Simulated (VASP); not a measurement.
A run of VASP 6.6.1:

Contents of INCAR:

```
ALGO = Normal
EDIFF = 1E-7
ENCUT = 520
GGA = PE
ISIF = 2
ISMEAR = 0
LASPH = T
LCHARG = F
LREAL = F
LWAVE = F
NBANDS = 24
NELM = 100
PREC = Accurate
SIGMA = 0.1
```

Contents of KPOINTS:

```
k-points
0
Gamma
  6 6 6
```

Contents of POSCAR:

```
GaGeO
1.0
    3.4927245200      0.0000000000      0.0000000000
    0.0000000000      3.5167487200      0.0000000000
    0.0000000000      0.0000000000      3.5436793600
Ga Ge O
1 1 1
Direct
    0.5000000000      0.5000000000      0.5000000000
    0.5000000000      0.5000000000      0.0000000000
    0.0000000000      0.0000000000      0.0000000000
```

Potentials or basis: VASP PAW PBE potentials, release 64 (Ga_d, Ge_d, O).

The run is started by

```sh
$ cat potpaw_PBE.64/Ga_d/POTCAR potpaw_PBE.64/Ge_d/POTCAR potpaw_PBE.64/O/POTCAR > POTCAR
$ mpirun -np 1 vasp_std > vasp.out
```

Hardware: 1 thread of Intel Xeon 8259CL, on a shared host.

Estimate the wall time of this run.

Run time: 76 s on 1 thread of Intel Xeon 8259CL (shared host), peak memory 0.21 GiB. Counts: scf iterations 16, k points 64.
